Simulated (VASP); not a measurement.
A run of VASP 6.6.1 is set up as follows.

File INCAR:

```
PREC = Accurate
ENCUT = 520
EDIFF = 1E-6
ISMEAR = -1
SIGMA = 0.05
LREAL = False
LASPH = True
NELM = 80
ALGO = Normal
ISIF = 2
LWAVE = False
LCHARG = True
GGA = CA
LELF = True
LVHAR = True
NBANDS = 15
```

File KPOINTS:

```
regular mesh
0
Gamma
  8 8 8
```

POSCAR

```
Al2Pt
1.0
    0.0000000000      2.9150626719      2.9150626719
    2.9150626719      0.0000000000      2.9150626719
    2.9150626719      2.9150626719      0.0000000000
Pt Al
1 2
Direct
    0.0000000000      0.0000000000      0.0000000000
    0.7500000000      0.7500000000      0.7500000000
    0.2500000000      0.2500000000      0.2500000000
```

Potentials or basis: VASP PAW LDA potentials, release 64 (Pt, Al).

Command:

```console
$ cat potpaw_LDA.64/Pt/POTCAR potpaw_LDA.64/Al/POTCAR > POTCAR
$ mpirun -np 1 vasp_std > vasp.out
```

(1) Predict the band gap on the k mesh.

(2) What does it give for the pressure?

Answers

(1) zero (band 8 reaches 12.06 eV, above the bottom of band 9 at 6.53 eV).

(2) 2.2 GPa.

Caveat: spin-orbit coupling is left out, which moves the levels of the heavy elements.
